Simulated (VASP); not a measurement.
## Al: single point with PBE

The system is Al.

```
Al
1.0
    -1.87550    1.87550    1.00678
     1.87550   -1.87550    1.00678
     1.87550    1.87550   -1.00678
Al
2
Direct
  0.62500 0.87500 0.75000
  0.37500 0.12500 0.25000
```

```
Program             : VASP 6.6.1
Task                : single point
Functional          : PBE
Potentials or basis : VASP PAW PBE potentials, release 64 (Al)
Cutoff              : 520 eV
k mesh              : 21 × 21 × 21
Occupations         : fermi-dirac, width 0.08 eV
Spin                : no spin polarisation
```

| Quantity | Value |
| --- | --- |
| Pressure | 403.4 GPa |
| Band gap on the k mesh | zero (bands 3 and 4 overlap by 11.19 eV) |

Stress tensor (GPa, compression positive):
```
402.98   0.00   0.00
  0.00 402.98   0.00
  0.00   0.00 404.11
```

Levels at points of the mesh, in eV from the Fermi level:
| k point | band 1 | band 2 | band 3 | band 4 | band 5 | band 6 |
| --- | --- | --- | --- | --- | --- | --- |
| (0.00, 0.00, 0.00) | -18.30 | -2.16 | 0.23 | 0.23 | 4.48 | 11.47 |

It took 2 min on 1 thread of Intel Xeon 8259CL, on a shared host, peak memory 0.21 GiB.

Caveat: the cell stands under pressure.
